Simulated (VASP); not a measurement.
Set up this calculation in VASP 6.6.1, as the native input.

* Task: single point
* Functional: PBE
* Potentials or basis: VASP PAW PBE potentials, release 64 (Si, S)
* Cutoff: 520 eV
* k mesh: 7 × 7 × 1
* Occupations: gaussian, width 0.05 eV
* Spin: collinear spin, ferromagnetic start
* Starting moments: [0.0, 0.0, 0.0, 0.0, 2.0] μB
* Dipole correction: yes
* Further INCAR settings: ALGO = Normal; EDIFF = 1e-07; NBANDS = 23

The structure of Si4S lies in POSCAR:

```
Si4S
1.0
    3.8675355712      0.0000000000      0.0000000000
    0.0000000000      3.8675355712      0.0000000000
    0.0000000000      0.0000000000     19.6115149722
Si S
4 1
Direct
    0.0000000000      0.5000000000      0.2039618054
    0.0000000000      0.0000000000      0.2736851448
    0.5000000000      0.0000000000      0.3452315372
    0.5000000000      0.5000000000      0.4136098095
    0.6666666667      0.6666666667      0.5038991038
```

The input as run:

INCAR

```
SYSTEM = Si4S
  ALGO = Normal
  DIPOL = 0.5 0.5 0.348
  EDIFF = 1E-7
  ENCUT = 520
  GGA = PE
  IDIPOL = 3
  ISIF = 2
  ISMEAR = 0
  ISPIN = 2
  LASPH = .TRUE.
  LCHARG = .FALSE.
  LDIPOL = .TRUE.
  LORBIT = 11
  LREAL = .FALSE.
  LWAVE = .FALSE.
  MAGMOM = 0 0 0 0 2
  NBANDS = 23
  NELM = 150
  PREC = Accurate
  SIGMA = 0.05
```

KPOINTS

```
k-points
0
G
  7 7 1
  0 0 0
```

Potentials or basis: VASP PAW PBE potentials, release 64 (Si, S).

Command:

```bash
$ cat potpaw_PBE.64/Si/POTCAR potpaw_PBE.64/S/POTCAR > POTCAR
$ mpirun -np 1 vasp_std > vasp.out
```

It gave:

```
Largest force                                         : 0.528 eV/Å
Band gap on the k mesh                                : zero (filled and empty bands overlap)
Net moment                                            : 0.00 μB per cell
Valence electrons inside the program's atomic spheres : Si 1.58, 1.67, 1.64; S 3.69
```

It took 15 min on 1 thread of Intel(R) Xeon(R) Platinum 8259CL CPU @ 2.50GHz (Skylake/Cascade Lake) (shared host), peak memory 0.59 GiB.
